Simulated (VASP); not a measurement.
A run of VASP 6.6.1 is set up as follows.

File INCAR:

```
  PREC = Accurate
  ENCUT = 520
  EDIFF = 1E-6
  ISMEAR = -1
  SIGMA = 0.05
  LREAL = False
  LASPH = True
  NELM = 150
  ALGO = Normal
  ISIF = 2
  LWAVE = False
  LCHARG = False
  LNONCOLLINEAR = True
  MAGMOM = 0 0 0 0 0 0
  LORBIT = 11
  LSORBIT = True
  GGA_COMPAT = False
  LORBMOM = True
  GGA = PE
  NBANDS = 40
```

Contents of KPOINTS:

```
regular mesh
0
Gamma
  8 8 8
```

File POSCAR:

```
Ge
1.0
    0.0000000000      2.7906767997      2.7906767997
    2.7906767997      0.0000000000      2.7906767997
    2.7906767997      2.7906767997      0.0000000000
Ge
2
Direct
    0.7500000000      0.7500000000      0.7500000000
    0.5000000000      0.5000000000      0.5000000000
```

Potentials or basis: VASP PAW PBE potentials, release 64 (Ge_d).

The run is started by

```console
$ cat potpaw_PBE.64/Ge_d/POTCAR > POTCAR
$ mpirun -np 1 vasp_ncl > vasp.out
```

(1) What does it give for the pressure?

(2) What does it give for the net moment?

Results:

(1) 6.9 GPa.

(2) 0.00 μB per cell.

Caveat: the cell stands under pressure.
